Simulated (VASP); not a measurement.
# Rh (Fm-3m) in VASP: a series of runs

The runs below take Rh through single point, with PBE.

All numbers are computed with VASP 6.6.1; they aren't measurements. Logs are shortened: lines on timing, memory, paths and dates and some standing lists are left out, and cuts for length are marked.

### Step 1. The cell of the first run

It takes space group Fm-3m (No. 225, cubic). Conventional cell: a = 3.830 Å, b = 3.830 Å, c = 3.830 Å, α = 90.00°, β = 90.00°, γ = 90.00°. Rh (site symmetry m-3m) has 12 Rh at 2.71 Å within 3.6 Å.

### Step 2. Single point, PBE

Input file INCAR:

```
SYSTEM = Rh
PREC = Accurate
ENCUT = 520
EDIFF = 1E-7
ISMEAR = 0
SIGMA = 0.1
LREAL = .FALSE.
LASPH = .TRUE.
NELM = 100
ALGO = Fast
ISIF = 2
LWAVE = .FALSE.
LCHARG = .FALSE.
GGA = PE
NBANDS = 14
```

Input file KPOINTS:

```
Automatic mesh
0
G
  15 15 15
  0 0 0
```

Input file POSCAR:

```
Rh
1.0
    2.7081750602      0.0000000000      0.0000000000
   -1.3540875301      2.3453484000      0.0000000000
    1.3540875301      0.7817828000      2.2112156772
Rh
1
Direct
    0.0000000000      0.0000000000      0.0000000000
```

Potentials or basis: VASP PAW PBE potentials, release 64 (Rh_pv).

Run with:

```console
$ cat potpaw_PBE.64/Rh_pv/POTCAR > POTCAR
$ mpirun -np 1 vasp_std > vasp.out
```

OUTCAR:

```text
SYSTEM = Rh
   PREC = Accurate
   ENCUT = 520
   EDIFF = 1E-7
   ISMEAR = 0
   LREAL = .FALSE.
   LASPH = .TRUE.
   NELM = 100
   ISIF = 2
   GGA = PE

 ion  position               nearest neighbor table
   1  0.000  0.000  0.000-

  LATTYP: Found a face centered cubic cell.
 ALAT       =     3.8299378994

  Lattice vectors:

 A1 = (  -2.7081750602,  -0.0000000000,   0.0000000000)
 A2 = (  -1.3540875301,   0.7817828000,   2.2112156772)
 A3 = (  -1.3540875301,   2.3453484000,   0.0000000000)

Analysis of symmetry for initial positions (statically):
=====================================================================
 Subroutine PRICEL returns:
 Original cell was already a primitive cell.

 Routine SETGRP: Setting up the symmetry group for a
 face centered cubic supercell.

 Subroutine GETGRP returns: Found 48 space group operations
 (whereof 48 operations were pure point group operations)
 out of a pool of 48 trial point group operations.

The static configuration has the point symmetry O_h .

Analysis of symmetry for dynamics (positions and initial velocities):
=====================================================================
 Subroutine PRICEL returns:
 Original cell was already a primitive cell.

 Routine SETGRP: Setting up the symmetry group for a
 face centered cubic supercell.

 Subroutine GETGRP returns: Found 48 space group operations
 (whereof 48 operations were pure point group operations)
 out of a pool of 48 trial point group operations.

The dynamic configuration has the point symmetry O_h .

 Subroutine INISYM returns: Found 48 space group operations
 (whereof 48 operations are pure point group operations),
 and found     1 'primitive' translations

----------------------------------------------------------------------------------------

                                     Primitive cell

  volume of cell :      14.0448

  direct lattice vectors                    reciprocal lattice vectors
     2.708175060  0.000000000  0.000000000     0.369252348  0.213187943 -0.301493280
    -1.354087530  2.345348400  0.000000000     0.000000000  0.426375885 -0.150746640
     1.354087530  0.781782800  2.211215677     0.000000000  0.000000000  0.452239920

  length of vectors
     2.708175060  2.708175060  2.708175060     0.522201679  0.452239920  0.452239920

  position of ions in fractional coordinates (direct lattice)
     0.000000000  0.000000000  0.000000000

  ion indices of the primitive-cell ions
   primitive index   ion index
                 1           1

----------------------------------------------------------------------------------------

 KPOINTS: Automatic mesh

Automatic generation of k-mesh.
 Grid dimensions read from file:
 generate k-points for:   15   15   15

 Generating k-lattice:

  Cartesian coordinates                     Fractional coordinates (reciprocal lattice)
     0.024616823  0.014212530 -0.020099552     0.066666667 -0.000000000 -0.000000000
     0.000000000  0.028425059 -0.010049776     0.000000000  0.066666667 -0.000000000
     0.000000000  0.000000000  0.030149328     0.000000000  0.000000000  0.066666667

  Length of vectors
     0.034813445  0.030149328  0.030149328

  Shift w.r.t. Gamma in fractional coordinates (k-lattice)
     0.000000000  0.000000000  0.000000000

 Subroutine IBZKPT returns following result:
 ===========================================

 Found    120 irreducible k-points:

 Following reciprocal coordinates:
            Coordinates               Weight
  0.000000  0.000000  0.000000      1.000000
  0.066667  0.000000 -0.000000      6.000000
  0.133333 -0.000000  0.000000      6.000000
  0.200000  0.000000  0.000000      6.000000
  0.266667 -0.000000  0.000000      6.000000
  0.333333  0.000000  0.000000      6.000000
[... 16 lines left out ...]
  0.400000  0.133333 -0.000000     24.000000
 -0.066667  0.133333 -0.000000     12.000000
 [... further k-points ...]
   k-points           NKPTS =    120   k-points in BZ     NKDIM =    120   number of bands    NBANDS=     14
   number of dos      NEDOS =    301   number of ions     NIONS =      1
   total plane-waves  NPLWV =   8000
   dimension x,y,z NGX =    20 NGY =   20 NGZ =   20
   dimension x,y,z NGXF=    40 NGYF=   40 NGZF=   40
   ions per type =               1
   NGX,Y,Z   is equivalent  to a cutoff of  12.28, 12.28, 12.28 a.u.
   NGXF,Y,Z  is equivalent  to a cutoff of  24.55, 24.55, 24.55 a.u.
 SYSTEM =  Rh
   PREC   = accura    normal or accurate (medium, high low for compatibility)
   ISTART =      0    job   : 0-new  1-cont  2-samecut
   ICHARG =      2    charge: 1-file 2-atom 10-const
   ISPIN  =      1    spin polarized calculation?
   LNONCOLLINEAR =      F non collinear calculations
   LSORBIT =      F    spin-orbit coupling
   LASPH  =      T    aspherical Exc in radial PAW
   ENCUT  =  520.0 eV  38.22 Ry    6.18 a.u.   5.04  5.04  5.04*2*pi/ulx,y,z
   NELM   =    100;   NELMIN=  2; NELMDL= -5     # of ELM steps
   EDIFF  = 0.1E-06   stopping-criterion for ELM
   LREAL  =      F    real-space projection
   EDIFFG = 0.1E-05   stopping-criterion for IOM
   NSW    =      0    number of steps for IOM
   IBRION =     -1    ionic relax: 0-MD 1-quasi-New 2-CG
   NFREE  =      0    steps in history (QN), initial steepest desc. (CG)
   ISIF   =      2    stress and relaxation
   ISYM   =      2    0-nonsym 1-usesym 2-fastsym
   POTIM  = 0.5000    time-step for ionic-motion
   TEBEG  =    0.0;   TEEND  =   0.0 temperature during run
   PSTRESS=    0.0 pullay stress
   NELECT =      15.0000    total number of electrons
   NUPDOWN=      -1.0000    fix difference up-down
   EMIN   =  10.00;   EMAX   =-10.00  energy-range for DOS
   EFERMI =   0.00;   METHOD = LEGACY
   ISMEAR =     0;   SIGMA  =   0.10  broadening in eV -4-tet -1-fermi 0-gaus
   EFERMI_NEDOS =   21; number of points for ismear=-14 and -15
   IALGO  =     68    algorithm
   IMIX   =      4    mixing-type and parameters
     AMIX     =   0.40;   BMIX     =  1.00
     AMIX_MAG =   1.60;   BMIX_MAG =  1.00
  volume/ion in A,a.u.               =      14.04        94.78
  Fermi-wavevector in a.u.,A,eV,Ry     =   1.673402  3.162271 38.100026  2.800273
  Thomas-Fermi vector in A             =   2.758379
   LORBIT       =      0    0 simple, 1 ext, 2 COOP (PROOUT), +10 PAW based schemes
   GGA     = PE    functional components
   LHFCALC =     F    Hartree Fock is set to
   AEXX    =    0.0000 exact exchange contribution
   IVDW    =     0    specifies the selected vdW correction
   LEPSILON=     F    determine dielectric tensor
   LRPA    =     F    only Hartree local field effects (RPA)
 non-spin polarized calculation
 RMM-DIIS sequential band-by-band and
 Gauss-broadening in eV      SIGMA  =   0.10
  energy-cutoff  :      520.00
  volume of cell :       14.04
 maximum number of plane-waves:       388
   NGX =  9   NGY =  9   NGZ =  9

 number of electron      15.0000003 magnetization

 Free energy of the ion-electron system (eV)
  ---------------------------------------------------
  ext. energy  EPLUGINS =         0.00000000
  ---------------------------------------------------
  free energy    TOTEN  =        -7.26187681 eV

  energy without entropy =       -7.25475027  energy(sigma->0) =       -7.25831354

 E-fermi :  11.5259     XC(G=0): -13.8961

 val. band max:       11.5183957019   @ k =   0.1333   0.2000   0.0000
 cond. band min:      11.5337686154   @ k =   0.4000   0.1333  -0.0000
 fundamental gap:      0.0153729135
 Fermi energy:        11.5258997555

 k-point     1 :       0.0000    0.0000    0.0000
  band No.  band energies     occupation
      1     -34.8370      2.00000
      2     -34.8370      2.00000
      3     -34.8370      2.00000
      4       3.7143      2.00000
      5       8.5328      2.00000
      6       8.5328      2.00000
      7       8.5328      2.00000
      8      10.5484      2.00000
      9      10.5484      2.00000
     10      27.5257      0.00000
     11      32.0896      0.00000
     12      32.8666      0.00000
     13      32.8666      0.00000
     14      32.8666      0.00000

 k-point     2 :       0.0667    0.0000   -0.0000
  band No.  band energies     occupation
      1     -34.8666      2.00000
      2     -34.8480      2.00000
      3     -34.8480      2.00000
      4       3.9480      2.00000
      5       8.3805      2.00000
      6       8.6510      2.00000
      7       8.6510      2.00000
      8      10.3876      2.00000
      9      10.6061      2.00000
     10      27.8611      0.00000
     11      32.0724      0.00000
     12      32.1541      0.00000
     13      32.8842      0.00000
     14      32.8842      0.00000

 k-point     3 :       0.1333   -0.0000    0.0000
  band No.  band energies     occupation
      1     -34.9490      2.00000
      2     -34.8788      2.00000
      3     -34.8788      2.00000
      4       4.6057      2.00000
      5       7.9718      2.00000
      6       9.0002      2.00000
      7       9.0002      2.00000
      8       9.9769      2.00000
      9      10.7717      2.00000
     10      28.7918      0.00000
     11      31.0409      0.00000
     12      32.0900      0.00000
     13      32.6631      0.00000
     14      32.6631      0.00000
[... 324 lines left out ...]
 k-point    23 :       0.4000    0.1333   -0.0000
  band No.  band energies     occupation
      1     -35.4397      2.00000
      2     -35.1325      2.00000
      3     -35.0688      2.00000
      4       5.7092      2.00000
      5       6.1105      2.00000
      6      10.9361      2.00000
      7      11.5338      0.91139
      8      12.2861      0.00000
      9      16.3607      0.00000
     10      22.8118      0.00000
     11      23.9383      0.00000
     12      25.7997      0.00000
     13      32.0887      0.00000
     14      33.6892      0.00000

 k-point    24 :      -0.0667    0.1333   -0.0000
  band No.  band energies     occupation
      1     -34.9095      2.00000
      2     -34.8592      2.00000
      3     -34.8428      2.00000
      4       4.1721      2.00000
      5       8.3164      2.00000
      6       8.6934      2.00000
      7       8.7421      2.00000
      8      10.3469      2.00000
      9      10.5806      2.00000
     10      28.1502      0.00000
     11      31.0134      0.00000
     12      32.0902      0.00000
     13      32.8879      0.00000
     14      33.8124      0.00000

 [... further k-points ...]
[... 5 lines left out ...]
  --------------------------------------------------------------------------------------
  -------------------------------------------------------------------------------------
  Total        0.0019338      0.0019338      0.0019338      0.0000000     -0.0000000     -0.0000000
  in kB        0.2205991      0.2205991      0.2205991      0.0000000     -0.0000000     -0.0000000
  external PRESSURE =       0.2205991 kB  Pullay stress =       0.0000000 kB

 VOLUME and BASIS-vectors are now :
 -----------------------------------------------------------------------------
  energy-cutoff  :      520.00
  volume of cell :       14.04
      direct lattice vectors                 reciprocal lattice vectors
     2.708175060  0.000000000  0.000000000     0.369252348  0.213187943 -0.301493280
    -1.354087530  2.345348400  0.000000000     0.000000000  0.426375885 -0.150746640
     1.354087530  0.781782800  2.211215677     0.000000000  0.000000000  0.452239920

 POSITION                                       TOTAL-FORCE (eV/Angst)
 -----------------------------------------------------------------------------------
      0.00000      0.00000      0.00000         0.000000      0.000000      0.000000
 -----------------------------------------------------------------------------------
    total drift:                               -0.000000     -0.000000     -0.000000

  FREE ENERGIE OF THE ION-ELECTRON SYSTEM (eV)
  ---------------------------------------------------
  free  energy   TOTEN  =        -7.2618768076 eV

  energy  without entropy=       -7.2547502743  energy(sigma->0) =       -7.25831354
```

It took 46 s on 1 thread of AMD EPYC 7R13, shared host; peak memory 0.11 GiB.

Results:

| Property | Result |
| --- | --- |
| Free energy | -7.2619 eV |
| Pressure | 0.0 GPa |
| Band gap on the k mesh | zero (an odd number of electrons rules out a gap without spin polarisation) |

[end of part 1 of 2]
